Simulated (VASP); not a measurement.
# Si2Mo (fluorite type) (Fm-3m) in VASP: notebook

The runs below take Si2Mo (fluorite type) through single point, relaxation of cell and atoms, with PBE.

Everything below comes from runs of VASP 6.6.1. Logs are shortened: lines on timing, memory, paths and dates and some standing lists are left out, and cuts for length are marked.

**1. The cell of the first run**

Symmetry: Fm-3m, No. 225, cubic system. Conventional cell: a = 5.005 Å, b = 5.005 Å, c = 5.005 Å, α = 90.00°, β = 90.00°, γ = 90.00°. Mo (site symmetry m-3m) has 8 Si at 2.17 Å within 2.9 Å. Si (site symmetry -43m) has 4 Mo at 2.17 Å and 6 Si at 2.50 Å within 2.9 Å.

**2. Single point, PBE**

Input file INCAR:

```
SYSTEM = Si2Mo
ALGO = Normal
EDIFF = 1E-7
ENCUT = 520
GGA = PE
ISIF = 2
ISMEAR = -1
LASPH = .True.
LCHARG = .False.
LREAL = .False.
LWAVE = .False.
NBANDS = 18
NELM = 100
PREC = Accurate
SIGMA = 0.08
```

Input file KPOINTS:

```
k-points
0
Gamma
  11 11 11
  0 0 0
```

Input file POSCAR:

```
Si2Mo
1.0
    0.0000000000      2.5025911635      2.5025911635
    2.5025911635      0.0000000000      2.5025911635
    2.5025911635      2.5025911635      0.0000000000
Mo Si
1 2
Direct
    0.0000000000      0.0000000000      0.0000000000
    0.2500000000      0.2500000000      0.2500000000
    0.7500000000      0.7500000000      0.7500000000
```

Potentials or basis: VASP PAW PBE potentials, release 64 (Mo_sv, Si).

Launch:

```bash
$ cat potpaw_PBE.64/Mo_sv/POTCAR potpaw_PBE.64/Si/POTCAR > POTCAR
$ mpirun -np 1 vasp_std > vasp.out
```

OUTCAR:

```text
SYSTEM = Si2Mo
   EDIFF = 1E-7
   ENCUT = 520
   GGA = PE
   ISIF = 2
   ISMEAR = -1
   LASPH = .True.
   LREAL = .False.
   NELM = 100
   PREC = Accurate

 ion  position               nearest neighbor table
   1  0.000  0.000  0.000-   3 2.17   3 2.17   3 2.17   2 2.17   3 2.17   2 2.17   2 2.17   2 2.17

   2  0.250  0.250  0.250-   1 2.17   1 2.17   1 2.17   1 2.17   3 2.50   3 2.50   3 2.50   3 2.50
                             3 2.50   3 2.50
   3  0.750  0.750  0.750-   1 2.17   1 2.17   1 2.17   1 2.17   2 2.50   2 2.50   2 2.50   2 2.50
                             2 2.50   2 2.50

  LATTYP: Found a face centered cubic cell.
 ALAT       =     5.0051823270

  Lattice vectors:

 A1 = (   0.0000000000,   2.5025911635,   2.5025911635)
 A2 = (   2.5025911635,   0.0000000000,   2.5025911635)
 A3 = (   2.5025911635,   2.5025911635,   0.0000000000)

Analysis of symmetry for initial positions (statically):
=====================================================================
 Subroutine PRICEL returns:
 Original cell was already a primitive cell.

 Routine SETGRP: Setting up the symmetry group for a
 face centered cubic supercell.

 Subroutine GETGRP returns: Found 48 space group operations
 (whereof 48 operations were pure point group operations)
 out of a pool of 48 trial point group operations.

The static configuration has the point symmetry O_h .

Analysis of symmetry for dynamics (positions and initial velocities):
=====================================================================
 Subroutine PRICEL returns:
 Original cell was already a primitive cell.

 Routine SETGRP: Setting up the symmetry group for a
 face centered cubic supercell.

 Subroutine GETGRP returns: Found 48 space group operations
 (whereof 48 operations were pure point group operations)
 out of a pool of 48 trial point group operations.

The dynamic configuration has the point symmetry O_h .

 Subroutine INISYM returns: Found 48 space group operations
 (whereof 48 operations are pure point group operations),
 and found     1 'primitive' translations

----------------------------------------------------------------------------------------

                                     Primitive cell

  volume of cell :      31.3473

  direct lattice vectors                    reciprocal lattice vectors
     0.000000000  2.502591163  2.502591163    -0.199792922  0.199792922  0.199792922
     2.502591163  0.000000000  2.502591163     0.199792922 -0.199792922  0.199792922
     2.502591163  2.502591163  0.000000000     0.199792922  0.199792922 -0.199792922

  length of vectors
     3.539198364  3.539198364  3.539198364     0.346051491  0.346051491  0.346051491

  position of ions in fractional coordinates (direct lattice)
     0.000000000  0.000000000  0.000000000
     0.250000000  0.250000000  0.250000000
     0.750000000  0.750000000  0.750000000

  ion indices of the primitive-cell ions
   primitive index   ion index
                 1           1
                 2           2
                 3           3

----------------------------------------------------------------------------------------

 KPOINTS: k-points

Automatic generation of k-mesh.
 Grid dimensions read from file:
 generate k-points for:   11   11   11

 Generating k-lattice:

  Cartesian coordinates                     Fractional coordinates (reciprocal lattice)
    -0.018162993  0.018162993  0.018162993     0.090909091  0.000000000  0.000000000
     0.018162993 -0.018162993  0.018162993     0.000000000  0.090909091  0.000000000
     0.018162993  0.018162993 -0.018162993     0.000000000  0.000000000  0.090909091

  Length of vectors
     0.031459226  0.031459226  0.031459226

  Shift w.r.t. Gamma in fractional coordinates (k-lattice)
     0.000000000  0.000000000  0.000000000

 Subroutine IBZKPT returns following result:
 ===========================================

 Found     56 irreducible k-points:

 Following reciprocal coordinates:
            Coordinates               Weight
  0.000000  0.000000  0.000000      1.000000
  0.090909  0.000000  0.000000      8.000000
  0.181818  0.000000  0.000000      8.000000
  0.272727  0.000000  0.000000      8.000000
  0.363636  0.000000  0.000000      8.000000
  0.454545  0.000000  0.000000      8.000000
[... 16 lines left out ...]
 -0.272727  0.181818  0.000000     24.000000
 -0.181818  0.181818  0.000000     12.000000
 [... further k-points ...]
   k-points           NKPTS =     56   k-points in BZ     NKDIM =     56   number of bands    NBANDS=     18
   number of dos      NEDOS =    301   number of ions     NIONS =      3
   total plane-waves  NPLWV =  21952
   dimension x,y,z NGX =    28 NGY =   28 NGZ =   28
   dimension x,y,z NGXF=    56 NGYF=   56 NGZF=   56
   ions per type =               1   2
   NGX,Y,Z   is equivalent  to a cutoff of  13.15, 13.15, 13.15 a.u.
   NGXF,Y,Z  is equivalent  to a cutoff of  26.30, 26.30, 26.30 a.u.
 SYSTEM =  Si2Mo
   PREC   = accura    normal or accurate (medium, high low for compatibility)
   ISTART =      0    job   : 0-new  1-cont  2-samecut
   ICHARG =      2    charge: 1-file 2-atom 10-const
   ISPIN  =      1    spin polarized calculation?
   LNONCOLLINEAR =      F non collinear calculations
   LSORBIT =      F    spin-orbit coupling
   LASPH  =      T    aspherical Exc in radial PAW
   ENCUT  =  520.0 eV  38.22 Ry    6.18 a.u.   6.58  6.58  6.58*2*pi/ulx,y,z
   NELM   =    100;   NELMIN=  2; NELMDL= -5     # of ELM steps
   EDIFF  = 0.1E-06   stopping-criterion for ELM
   LREAL  =      F    real-space projection
   EDIFFG = 0.1E-05   stopping-criterion for IOM
   NSW    =      0    number of steps for IOM
   IBRION =     -1    ionic relax: 0-MD 1-quasi-New 2-CG
   NFREE  =      0    steps in history (QN), initial steepest desc. (CG)
   ISIF   =      2    stress and relaxation
   ISYM   =      2    0-nonsym 1-usesym 2-fastsym
   POTIM  = 0.5000    time-step for ionic-motion
   TEBEG  =    0.0;   TEEND  =   0.0 temperature during run
   PSTRESS=    0.0 pullay stress
   NELECT =      22.0000    total number of electrons
   NUPDOWN=      -1.0000    fix difference up-down
   EMIN   =  10.00;   EMAX   =-10.00  energy-range for DOS
   EFERMI =   0.00;   METHOD = LEGACY
   ISMEAR =    -1;   SIGMA  =   0.08  broadening in eV -4-tet -1-fermi 0-gaus
   EFERMI_NEDOS =   21; number of points for ismear=-14 and -15
   IALGO  =     38    algorithm
   IMIX   =      4    mixing-type and parameters
     AMIX     =   0.40;   BMIX     =  1.00
     AMIX_MAG =   1.60;   BMIX_MAG =  1.00
  volume/ion in A,a.u.               =      10.45        70.51
  Fermi-wavevector in a.u.,A,eV,Ry     =   1.454842  2.749253 28.797617  2.116565
  Thomas-Fermi vector in A             =   2.571946
   LORBIT       =      0    0 simple, 1 ext, 2 COOP (PROOUT), +10 PAW based schemes
   GGA     = PE    functional components
   LHFCALC =     F    Hartree Fock is set to
   AEXX    =    0.0000 exact exchange contribution
   IVDW    =     0    specifies the selected vdW correction
   LEPSILON=     F    determine dielectric tensor
   LRPA    =     F    only Hartree local field effects (RPA)
 non-spin polarized calculation
  energy-cutoff  :      520.00
  volume of cell :       31.35
 maximum number of plane-waves:       875
   NGX = 13   NGY = 13   NGZ = 13

 number of electron      22.0000000 magnetization

 Free energy of the ion-electron system (eV)
  ---------------------------------------------------
  ext. energy  EPLUGINS =         0.00000000
  ---------------------------------------------------
  free energy    TOTEN  =       -14.38991934 eV

  energy without entropy =      -14.36921932  energy(sigma->0) =      -14.37956933

 E-fermi :  16.3766     XC(G=0): -13.4163

 val. band max:       16.2786316961   @ k =   0.3636   0.2727   0.0000
 cond. band min:      16.4213151094   @ k =  -0.2727   0.0909   0.0000
 fundamental gap:      0.1426834132
 Fermi energy:        16.3766052834

 k-point     1 :       0.0000    0.0000    0.0000
  band No.  band energies     occupation
      1     -43.6803      2.00000
      2     -18.2828      2.00000
      3     -18.2828      2.00000
      4     -18.2828      2.00000
      5       1.4557      2.00000
      6       9.1764      2.00000
[... 10 lines left out ...]
     17      24.5260      0.00000
     18      26.5512      0.00000

 k-point     2 :       0.0909    0.0000    0.0000
  band No.  band energies     occupation
      1     -43.6784      2.00000
      2     -18.3084      2.00000
      3     -18.2863      2.00000
      4     -18.2863      2.00000
      5       1.6399      2.00000
      6       8.9464      2.00000
[... 10 lines left out ...]
     17      23.7646      0.00000
     18      26.8708      0.00000

 k-point     3 :       0.1818    0.0000    0.0000
  band No.  band energies     occupation
      1     -43.6733      2.00000
      2     -18.3762      2.00000
      3     -18.2955      2.00000
      4     -18.2955      2.00000
      5       2.1659      2.00000
      6       8.4043      2.00000
[... 10 lines left out ...]
     17      22.3079      0.00000
     18      27.3297      0.00000

 k-point     4 :       0.2727    0.0000    0.0000
  band No.  band energies     occupation
      1     -43.6667      2.00000
      2     -18.4634      2.00000
      3     -18.3075      2.00000
      4     -18.3075      2.00000
      5       2.9491      2.00000
      6       7.7895      2.00000
[... 375 lines left out ...]
      4     -18.3328      2.00000
      5       4.9340      2.00000
      6       7.0148      2.00000
[... 10 lines left out ...]
     17      25.9327      0.00000
     18      27.8443      0.00000

 k-point    23 :      -0.2727    0.1818    0.0000
  band No.  band energies     occupation
      1     -43.6588      2.00000
      2     -18.5070      2.00000
      3     -18.3831      2.00000
      4     -18.3188      2.00000
      5       4.1132      2.00000
      6       7.3697      2.00000
[... 10 lines left out ...]
     17      25.0972      0.00000
     18      26.4266      0.00000

 k-point    24 :      -0.1818    0.1818    0.0000
  band No.  band energies     occupation
      1     -43.6644      2.00000
      2     -18.4560      2.00000
      3     -18.3547      2.00000
      4     -18.3053      2.00000
      5       3.2450      2.00000
      6       7.7455      2.00000
[... 10 lines left out ...]
     17      24.5568      0.00000
     18      24.7946      0.00000

 [... further k-points ...]

------------------------ aborting loop because EDIFF is reached ----------------------------------------

  FORCE on cell =-STRESS in cart. coord.  units (eV):
  Direction    XX          YY          ZZ          XY          YZ          ZX
  --------------------------------------------------------------------------------------
  -------------------------------------------------------------------------------------
  Total       31.4906781     31.4906781     31.4906781      0.0000000      0.0000000      0.0000000
  in kB     1609.5070354   1609.5070354   1609.5070354      0.0000000      0.0000000      0.0000000
  external PRESSURE =    1609.5070354 kB  Pullay stress =       0.0000000 kB

 VOLUME and BASIS-vectors are now :
 -----------------------------------------------------------------------------
  energy-cutoff  :      520.00
  volume of cell :       31.35
      direct lattice vectors                 reciprocal lattice vectors
     0.000000000  2.502591163  2.502591163    -0.199792922  0.199792922  0.199792922
     2.502591163  0.000000000  2.502591163     0.199792922 -0.199792922  0.199792922
     2.502591163  2.502591163  0.000000000     0.199792922  0.199792922 -0.199792922

 POSITION                                       TOTAL-FORCE (eV/Angst)
 -----------------------------------------------------------------------------------
      0.00000      0.00000      0.00000        -0.000000      0.000000     -0.000000
      1.25130      1.25130      1.25130        -0.000000     -0.000000     -0.000000
      3.75389      3.75389      3.75389         0.000000      0.000000      0.000000
 -----------------------------------------------------------------------------------
    total drift:                               -0.000000     -0.000000      0.000000

  FREE ENERGIE OF THE ION-ELECTRON SYSTEM (eV)
  ---------------------------------------------------
  free  energy   TOTEN  =       -14.3899193394 eV

  energy  without entropy=      -14.3692193165  energy(sigma->0) =      -14.37956933
```

Wall time 20 s (1 thread of AMD EPYC 9R45 (Zen 5), shared host); peak memory 0.14 GiB.

Results:

* Free energy: -14.3899 eV
* Pressure: 161.0 GPa
* Band gap on the k mesh: zero (bands 11 and 12 overlap by 3.51 eV)

Caveat: the cell stands under pressure.

**3. Single point, PBE**

Input file INCAR:

```
PREC = Accurate ; ENCUT = 520
EDIFF = 1E-7 ; ISMEAR = -1
SIGMA = 0.08 ; LREAL = F
LASPH = T ; NELM = 60
ALGO = Normal ; ISIF = 2
LWAVE = F ; LCHARG = T
GGA = PE ; LELF = T
LVHAR = T ; NBANDS = 18
```

Input file KPOINTS:

```
Automatic mesh
0
Gamma
  11 11 11
```

POSCAR is that of step 2.

Potentials or basis: VASP PAW PBE potentials, release 64 (Mo_sv, Si).

Launch:

```bash
$ cat potpaw_PBE.64/Mo_sv/POTCAR potpaw_PBE.64/Si/POTCAR > POTCAR
$ mpirun -np 1 vasp_std > vasp.out
```

Run time: 21 s. Hardware: 1 thread of AMD EPYC 9R45 (Zen 5), shared host; peak memory 0.14 GiB.

Results (log left out):

| Quantity | Value |
| --- | --- |
| Free energy | -14.3899 eV |
| Pressure | 161.0 GPa |
| Band gap on the k mesh | zero (bands 11 and 12 overlap by 3.51 eV) |

Levels at points of the mesh, in eV from the Fermi level:
| k point | band 8 | band 9 | band 10 | band 11 | band 12 | band 13 | band 14 | band 15 |
| --- | --- | --- | --- | --- | --- | --- | --- | --- |
| (0.00, 0.00, 0.00) | -7.20 | -3.03 | -3.03 | 0.67 | 3.53 | 3.53 | 3.53 | 8.15 |

Caveat: the cell stands under pressure.

[end of part 1 of 2]

The gap in the log of VASP goes by the Fermi energy; the results here count the filled bands.